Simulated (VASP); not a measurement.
# AlSn (P-6m2) in VASP: single point with PBE0

Aim: the single point of AlSn with PBE0.

All numbers are computed with VASP 6.6.1; they aren't measurements. Logs are shortened: lines on timing, memory, paths and dates and some standing lists are left out, and cuts for length are marked.

## Step 1: The cell of the first run

Symmetry: P-6m2, No. 187, hexagonal system. Conventional cell: a = 4.280 Å, b = 4.280 Å, c = 3.372 Å, α = 90.00°, β = 90.00°, γ = 120.00°. Within 3.9 Å of Sn (site symmetry -6m2) lie 6 Al at 2.99 Å and 2 Sn at 3.37 Å. Al (site symmetry -6m2) has 6 Sn at 2.99 Å and 2 Al at 3.37 Å within 3.9 Å.

## Step 2: Single point, PBE0

POSCAR reads:

```
AlSn
1.0
    4.2804423157      0.0000000000      0.0000000000
   -2.1402211578      3.7069717847      0.0000000000
    0.0000000000      0.0000000000      3.3717036030
Sn Al
1 1
Direct
    0.3333333333      0.6666666667      0.5000000000
    0.0000000000      0.0000000000      0.0000000000
```

INCAR.step1 reads:

```
  ALGO = Normal
  EDIFF = 1E-5
  ENCUT = 520
  GGA = PE
  ISIF = 2
  ISMEAR = -1
  LASPH = True
  LCHARG = False
  LREAL = False
  LWAVE = True
  NBANDS = 16
  NELM = 60
  PREC = Accurate
  SIGMA = 0.05
```

INCAR.step2 reads:

```
  AEXX = 0.25
  ALGO = Normal
  EDIFF = 1E-6
  ENCUT = 520
  GGA = PE
  ISIF = 2
  ISMEAR = -1
  ISTART = 1
  LASPH = True
  LCHARG = False
  LHFCALC = True
  LREAL = False
  LWAVE = False
  NBANDS = 16
  NELM = 60
  PREC = Accurate
  PRECFOCK = Normal
  SIGMA = 0.05
```

KPOINTS reads:

```
k-points
0
Gamma
  4 4 6
```

Potentials or basis: VASP PAW PBE potentials, release 64 (Sn_d, Al).

Started as:

```bash
> cat potpaw_PBE.64/Sn_d/POTCAR potpaw_PBE.64/Al/POTCAR > POTCAR
> cp INCAR.step1 INCAR
> mpirun -np 1 vasp_std > vasp.out
> cp INCAR.step2 INCAR
> mpirun -np 1 vasp_std > vasp.out
```

OUTCAR:

```text
AEXX = 0.25
   EDIFF = 1E-6
   ENCUT = 520
   GGA = PE
   ISIF = 2
   ISMEAR = -1
   ISTART = 1
   LASPH = True
   LHFCALC = True
   LREAL = False
   NELM = 60
   PREC = Accurate
   PRECFOCK = Normal

 ion  position               nearest neighbor table
   1  0.333  0.667  0.500-   2 2.99   2 2.99   2 2.99   2 2.99   2 2.99   2 2.99
   2  0.000  0.000  0.000-   1 2.99   1 2.99   1 2.99   1 2.99   1 2.99   1 2.99

  LATTYP: Found a hexagonal cell.
 ALAT       =     4.2804423157
 C/A-ratio  =     0.7876998110

  Lattice vectors:

 A1 = (   4.2804423157,   0.0000000000,   0.0000000000)
 A2 = (  -2.1402211578,   3.7069717847,   0.0000000000)
 A3 = (   0.0000000000,   0.0000000000,   3.3717036030)

Analysis of symmetry for initial positions (statically):
=====================================================================
 Subroutine PRICEL returns:
 Original cell was already a primitive cell.

 Routine SETGRP: Setting up the symmetry group for a
 hexagonal supercell.

 Subroutine GETGRP returns: Found 12 space group operations
 (whereof 12 operations were pure point group operations)
 out of a pool of 24 trial point group operations.

The static configuration has the point symmetry D_3h.

Analysis of symmetry for dynamics (positions and initial velocities):
=====================================================================
 Subroutine PRICEL returns:
 Original cell was already a primitive cell.

 Routine SETGRP: Setting up the symmetry group for a
 hexagonal supercell.

 Subroutine GETGRP returns: Found 12 space group operations
 (whereof 12 operations were pure point group operations)
 out of a pool of 24 trial point group operations.

The dynamic configuration has the point symmetry D_3h.

 Subroutine INISYM returns: Found 12 space group operations
 (whereof 12 operations are pure point group operations),
 and found     1 'primitive' translations

----------------------------------------------------------------------------------------

                                     Primitive cell

  volume of cell :      53.5004

  direct lattice vectors                    reciprocal lattice vectors
     4.280442316  0.000000000  0.000000000     0.233620716  0.134880983  0.000000000
    -2.140221158  3.706971785  0.000000000     0.000000000  0.269761967  0.000000000
     0.000000000  0.000000000  3.371703603     0.000000000  0.000000000  0.296585975

  length of vectors
     4.280442316  4.280442316  3.371703603     0.269761967  0.269761967  0.296585975

  position of ions in fractional coordinates (direct lattice)
     0.333333333  0.666666667  0.500000000
     0.000000000  0.000000000  0.000000000

  ion indices of the primitive-cell ions
   primitive index   ion index
                 1           1
                 2           2

----------------------------------------------------------------------------------------

 KPOINTS: k-points

Automatic generation of k-mesh.
 Grid dimensions read from file:
 generate k-points for:    4    4    6

 Generating k-lattice:

  Cartesian coordinates                     Fractional coordinates (reciprocal lattice)
     0.058405179  0.033720246  0.000000000     0.250000000 -0.000000000  0.000000000
     0.000000000  0.067440492  0.000000000     0.000000000  0.250000000  0.000000000
     0.000000000  0.000000000  0.049430996     0.000000000  0.000000000  0.166666667

  Length of vectors
     0.067440492  0.067440492  0.049430996

  Shift w.r.t. Gamma in fractional coordinates (k-lattice)
     0.000000000  0.000000000  0.000000000

 Subroutine IBZKPT returns following result:
 ===========================================

 Found     16 irreducible k-points:

 Following reciprocal coordinates:
            Coordinates               Weight
  0.000000  0.000000  0.000000      1.000000
  0.250000  0.000000  0.000000      6.000000
  0.500000  0.000000  0.000000      3.000000
  0.250000  0.250000  0.000000      6.000000
  0.000000  0.000000  0.166667      2.000000
  0.250000  0.000000  0.166667     12.000000
[... 8 lines left out ...]
  0.500000  0.000000  0.500000      3.000000
  0.250000  0.250000  0.500000      6.000000
   k-points           NKPTS =     16   k-points in BZ     NKDIM =     96   number of bands    NBANDS=     16
   number of dos      NEDOS =    301   number of ions     NIONS =      2
   total plane-waves  NPLWV =  28672
   dimension x,y,z NGX =    32 NGY =   32 NGZ =   28
   dimension x,y,z NGXF=    64 NGYF=   64 NGZF=   56
   ions per type =               1   1
   NGX,Y,Z   is equivalent  to a cutoff of  12.43, 12.43, 13.81 a.u.
   NGXF,Y,Z  is equivalent  to a cutoff of  24.86, 24.86, 27.61 a.u.
 SYSTEM =  unknown system
   PREC   = accura    normal or accurate (medium, high low for compatibility)
   ISTART =      1    job   : 0-new  1-cont  2-samecut
   ICHARG =      0    charge: 1-file 2-atom 10-const
   ISPIN  =      1    spin polarized calculation?
   LNONCOLLINEAR =      F non collinear calculations
   LSORBIT =      F    spin-orbit coupling
   LASPH  =      T    aspherical Exc in radial PAW
   ENCUT  =  520.0 eV  38.22 Ry    6.18 a.u.   7.96  7.96  6.27*2*pi/ulx,y,z
   NELM   =     60;   NELMIN=  2; NELMDL=  0     # of ELM steps
   EDIFF  = 0.1E-05   stopping-criterion for ELM
   LREAL  =      F    real-space projection
   EDIFFG = 0.1E-04   stopping-criterion for IOM
   NSW    =      0    number of steps for IOM
   IBRION =     -1    ionic relax: 0-MD 1-quasi-New 2-CG
   NFREE  =      0    steps in history (QN), initial steepest desc. (CG)
   ISIF   =      2    stress and relaxation
   ISYM   =      3    0-nonsym 1-usesym 2-fastsym
   POTIM  = 0.5000    time-step for ionic-motion
   TEBEG  =    0.0;   TEEND  =   0.0 temperature during run
   PSTRESS=    0.0 pullay stress
   NELECT =      17.0000    total number of electrons
   NUPDOWN=      -1.0000    fix difference up-down
   EMIN   =  10.00;   EMAX   =-10.00  energy-range for DOS
   EFERMI =   0.00;   METHOD = LEGACY
   ISMEAR =    -1;   SIGMA  =   0.05  broadening in eV -4-tet -1-fermi 0-gaus
   EFERMI_NEDOS =   21; number of points for ismear=-14 and -15
   IALGO  =     38    algorithm
   IMIX   =      1    mixing-type and parameters
     AMIX     =   0.40;   BMIX     =  1.00
     AMIX_MAG =   1.60;   BMIX_MAG =  1.00
  volume/ion in A,a.u.               =      26.75       180.52
  Fermi-wavevector in a.u.,A,eV,Ry     =   1.117134  2.111078 16.979920  1.247989
  Thomas-Fermi vector in A             =   2.253754
   LORBIT       =      0    0 simple, 1 ext, 2 COOP (PROOUT), +10 PAW based schemes
   GGA     = PE    functional components
   LHFCALC =     T    Hartree Fock is set to
   PRECFOCK=normal    Normal, Fast or Accurate (Low or Medium for compatibility)
   ENCUT4O =  -1.0   cutoff for four orbital integrals eV
   NKREDX  =     1    reduce k-point grid by
   NKREDY  =     1    reduce k-point grid by
   NKREDZ  =     1    reduce k-point grid by
   AEXX    =    0.2500 exact exchange contribution
   HFSCREEN=    0.0000 screening length (either q_TF or 0.3 A-1)
   HFSCREENC=   0.0000 screening length for correlation (either q_TF or 0.3 A-1)
   ENCUTFOCK=  -1.0 apply spherical cutoff to Coloumb kernel
   IVDW    =     0    specifies the selected vdW correction
   LEPSILON=     F    determine dielectric tensor
   LRPA    =     F    only Hartree local field effects (RPA)
 non-spin polarized calculation
  energy-cutoff  :      520.00
  volume of cell :       53.50
 maximum number of plane-waves:      1452
 NGX is ok and might be reduce to    32
  NGX = 24; NGY = 24; NGZ = 20

 number of electron      17.0000005 magnetization

 Free energy of the ion-electron system (eV)
  ---------------------------------------------------
  ext. energy  EPLUGINS =         0.00000000
  ---------------------------------------------------
  free energy    TOTEN  =        -8.71230590 eV

  energy without entropy =       -8.70805038  energy(sigma->0) =       -8.71017814

 E-fermi :   5.9551     XC(G=0):  -7.3924

 val. band max:        5.5578902408   @ k =   0.2500   0.0000   0.1667
 cond. band min:       5.9913185390   @ k =   0.2500   0.0000   0.5000
 fundamental gap:      0.4334282982
 Fermi energy:         5.9551050896

 k-point     1 :       0.0000    0.0000    0.0000
  band No.  band energies     occupation
      1     -18.2762      2.00000
      2     -18.1590      2.00000
      3     -18.1590      2.00000
      4     -18.1534      2.00000
      5     -18.1534      2.00000
      6      -6.0723      2.00000
[... 8 lines left out ...]
     15      18.1038      0.00000
     16      19.6792      0.00000

 k-point     2 :       0.2500    0.0000    0.0000
  band No.  band energies     occupation
      1     -18.2728      2.00000
      2     -18.1622      2.00000
      3     -18.1600      2.00000
      4     -18.1542      2.00000
      5     -18.1452      2.00000
      6      -5.3901      2.00000
[... 8 lines left out ...]
     15      15.8968      0.00000
     16      18.0202      0.00000

 k-point     3 :       0.5000    0.0000    0.0000
  band No.  band energies     occupation
      1     -18.2694      2.00000
      2     -18.1653      2.00000
      3     -18.1609      2.00000
      4     -18.1549      2.00000
      5     -18.1369      2.00000
      6      -4.0944      2.00000
[... 8 lines left out ...]
     15      16.6602      0.00000
     16      17.2452      0.00000

 k-point     4 :       0.2500    0.2500    0.0000
  band No.  band energies     occupation
      1     -18.2691      2.00000
      2     -18.1642      2.00000
      3     -18.1620      2.00000
      4     -18.1511      2.00000
      5     -18.1409      2.00000
      6      -4.2060      2.00000
[... 8 lines left out ...]
     15      15.9906      0.00000
     16      16.7531      0.00000

 k-point     5 :       0.0000    0.0000    0.1667
  band No.  band energies     occupation
      1     -18.2383      2.00000
      2     -18.1735      2.00000
      3     -18.1735      2.00000
      4     -18.1514      2.00000
      5     -18.1514      2.00000
      6      -5.6548      2.00000
[... 8 lines left out ...]
     15      16.1339      0.00000
     16      16.3486      0.00000

 k-point     6 :       0.2500    0.0000    0.1667
  band No.  band energies     occupation
      1     -18.2347      2.00000
      2     -18.1773      2.00000
      3     -18.1744      2.00000
      4     -18.1520      2.00000
      5     -18.1433      2.00000
      6      -4.9719      2.00000
[... 8 lines left out ...]
     15      16.0205      0.00000
     16      16.6744      0.00000
[... 115 lines left out ...]
 k-point    13 :       0.0000    0.0000    0.5000
  band No.  band energies     occupation
      1     -18.2155      2.00000
      2     -18.2155      2.00000
      3     -18.1455      2.00000
      4     -18.1455      2.00000
      5     -18.1241      2.00000
      6      -2.8118      2.00000
[... 8 lines left out ...]
     15      13.4714      0.00000
     16      13.7689      0.00000

 k-point    14 :       0.2500    0.0000    0.5000
  band No.  band energies     occupation
      1     -18.2214      2.00000
      2     -18.2170      2.00000
      3     -18.1467      2.00000
      4     -18.1379      2.00000
      5     -18.1192      2.00000
      6      -2.1519      2.00000
[... 8 lines left out ...]
     15      15.4940      0.00000
     16      15.5526      0.00000

 k-point    15 :       0.5000    0.0000    0.5000
  band No.  band energies     occupation
      1     -18.2272      2.00000
      2     -18.2185      2.00000
      3     -18.1484      2.00000
      4     -18.1304      2.00000
      5     -18.1139      2.00000
      6      -0.9637      2.00000
[... 8 lines left out ...]
     15      19.0891      0.00000
     16      19.5018      0.00000

 k-point    16 :       0.2500    0.2500    0.5000
  band No.  band energies     occupation
      1     -18.2253      2.00000
      2     -18.2205      2.00000
      3     -18.1430      2.00000
      4     -18.1349      2.00000
      5     -18.1147      2.00000
      6      -1.0495      2.00000
[... 8 lines left out ...]
     15      15.1662      0.00000
     16      19.6494      0.00000

------------------------ aborting loop because EDIFF is reached ----------------------------------------

  FORCE on cell =-STRESS in cart. coord.  units (eV):
  Direction    XX          YY          ZZ          XY          YZ          ZX
  --------------------------------------------------------------------------------------
  -------------------------------------------------------------------------------------
  Total       -1.9300146     -1.9300146      0.0880409     -0.0000000      0.0000000     -0.0000000
  in kB      -57.7981399    -57.7981399      2.6365601     -0.0000000      0.0000000     -0.0000000
  external PRESSURE =     -37.6532399 kB  Pullay stress =       0.0000000 kB

 VOLUME and BASIS-vectors are now :
 -----------------------------------------------------------------------------
  energy-cutoff  :      520.00
  volume of cell :       53.50
      direct lattice vectors                 reciprocal lattice vectors
     4.280442316  0.000000000  0.000000000     0.233620716  0.134880983  0.000000000
    -2.140221158  3.706971785  0.000000000     0.000000000  0.269761967  0.000000000
     0.000000000  0.000000000  3.371703603     0.000000000  0.000000000  0.296585975

 POSITION                                       TOTAL-FORCE (eV/Angst)
 -----------------------------------------------------------------------------------
     -0.00000      2.47131      1.68585         0.000000      0.000000      0.000000
      0.00000      0.00000      0.00000        -0.000000      0.000000      0.000000
 -----------------------------------------------------------------------------------
    total drift:                                0.000005     -0.000009     -0.000001

  FREE ENERGIE OF THE ION-ELECTRON SYSTEM (eV)
  ---------------------------------------------------
  free  energy   TOTEN  =        -8.7123059030 eV

  energy  without entropy=       -8.7080503781  energy(sigma->0) =       -8.71017814
```

It took 29 min on 1 thread of Oxide Virtual Turin-like, shared host; peak memory 0.16 GiB.

Results:

```yaml
Free_energy: -8.7123 eV
Pressure: -3.8 GPa
```

Stress tensor (GPa, compression positive):
```
-5.78  0.00  0.00
 0.00 -5.78  0.00
 0.00  0.00  0.26
```

Levels at points of the mesh, in eV from the Fermi level:
| k point | band 4 | band 5 | band 6 | band 7 | band 8 | band 9 | band 10 | band 11 | band 12 | band 13 |
| --- | --- | --- | --- | --- | --- | --- | --- | --- | --- | --- |
| (0.00, 0.00, 0.00) | -24.11 | -24.11 | -12.03 | -0.72 | -0.72 | 0.78 | 2.88 | 3.67 | 3.67 | 5.72 |
| (0.50, 0.00, 0.00) | -24.11 | -24.09 | -10.05 | -7.58 | -2.59 | 0.96 | 4.94 | 7.09 | 7.78 | 8.48 |
| (0.00, 0.00, 0.50) | -24.10 | -24.08 | -8.77 | -7.49 | 3.11 | 3.11 | 4.10 | 4.10 | 4.18 | 4.54 |
| (0.50, 0.00, 0.50) | -24.09 | -24.07 | -6.92 | -5.21 | -3.98 | -3.17 | 1.42 | 2.74 | 4.30 | 4.46 |

Caveat: the k points lie up to 0.42 Å⁻¹ apart; the PAW data sets were made with another functional, which shifts forces and pressure a little; spin-orbit coupling is left out, which moves the levels of the heavy elements.
